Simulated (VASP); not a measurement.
**Al2SbP3: single point with PBEsol**

Crystal: Al2SbP3.

```
Al Sb P
1.0
     2.53517    1.46368    4.95218
    -2.53517    1.46368    4.95218
     0.00000   -2.92737    4.95218
Al Sb P
2 1 3
Direct
  0.59253 0.59253 0.59253
  0.40747 0.40747 0.40747
  0.00000 0.00000 0.00000
  0.00000 0.50000 0.00000
  0.50000 0.00000 0.00000
  0.00000 0.00000 0.50000
```

```yaml
Program: VASP 6.6.1
Task: single point
Functional: PBEsol
Potentials_or_basis: VASP PAW PBE potentials, release 64 (Al, Sb, P)
Cutoff: 520 eV
k_mesh: 4 × 4 × 4
Occupations: fermi-dirac, width 0.03 eV
Spin: no spin polarisation
Dipole_correction: no
Further_INCAR_settings: ALGO = Normal; EDIFF = 1e-07; NBANDS = 22
```

The pressure is 0.1 GPa and the band gap on the k mesh is zero (bands 13 and 14 overlap by 1.72 eV).

Forces on the atoms (eV/Å):
```
Al   0.000  0.000 -0.002
Al   0.000  0.000  0.002
Sb   0.000  0.000  0.000
P    0.000  0.000  0.000
P    0.000  0.000  0.000
P    0.000  0.000  0.000
```

Levels at points of the mesh, in eV from the Fermi level:
```tsv
k point	band 11	band 12	band 13	band 14	band 15	band 16
(0.00, 0.00, 0.00)	-3.25	-0.95	-0.35	-0.25	-0.25	2.52
(0.50, 0.00, 0.00)	-1.78	-1.78	-1.59	-1.10	1.97	2.63
(0.50, 0.50, 0.00)	-1.77	-1.48	-1.31	-1.31	-0.01	1.53
(0.50, 0.50, 0.50)	-1.82	-1.44	-1.19	-1.19	-0.76	2.45
```

Run time: 73 s on 1 thread of Intel(R) Xeon(R) Platinum 8259CL CPU @ 2.50GHz (Skylake/Cascade Lake), on a shared host, peak memory 0.31 GiB.

Caveat: the k points lie up to 0.37 Å⁻¹ apart, too coarse for converged energies and pressures of a metal; the PAW data sets were made with another functional, which shifts forces and pressure a little; spin-orbit coupling is left out, which moves the levels of the heavy elements.
